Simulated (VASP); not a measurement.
A run of VASP 6.6.1 is set up as follows.

Contents of INCAR:

```
PREC = Accurate
ENCUT = 520
EDIFF = 1E-6
ISMEAR = 0
SIGMA = 0.05
LREAL = F
LASPH = T
NELM = 100
ALGO = Normal
ISIF = 2
LWAVE = F
LCHARG = F
GGA = PS
NBANDS = 26
```

The input KPOINTS:

```
Automatic mesh
0
Gamma
  9 9 6
```

File POSCAR:

```
ZnS
1.0
    4.0179369615      0.0000000000      0.0000000000
   -2.0089684808      3.4796354795      0.0000000000
    0.0000000000      0.0000000000      5.4993503192
Zn S
2 2
Direct
    0.3333333333      0.6666666667      0.0054424479
    0.6666666667      0.3333333333      0.5054424479
    0.3333333333      0.6666666667      0.3795575521
    0.6666666667      0.3333333333      0.8795575521
```

Potentials or basis: VASP PAW PBE potentials, release 64 (Zn, S).

Run with:

```bash
$ cat potpaw_PBE.64/Zn/POTCAR potpaw_PBE.64/S/POTCAR > POTCAR
$ mpirun -np 1 vasp_std > vasp.out
```

**Question.** What does it give for the largest force?

**Answer.** 2.579 eV/Å.

**Question.** What does it give for the band gap on the k mesh?

**Answer.** 1.76 eV.

Forces in eV/Å, atoms in the order of the input:
```
Zn   0.000  0.000 -2.579
Zn   0.000  0.000 -2.579
S    0.000  0.000  2.579
S    0.000  0.000  2.579
```

Caveat: the PAW data sets were made with another functional, which shifts forces and pressure a little; an odd mesh through Γ misses points on the zone boundary, where band edges can lie.
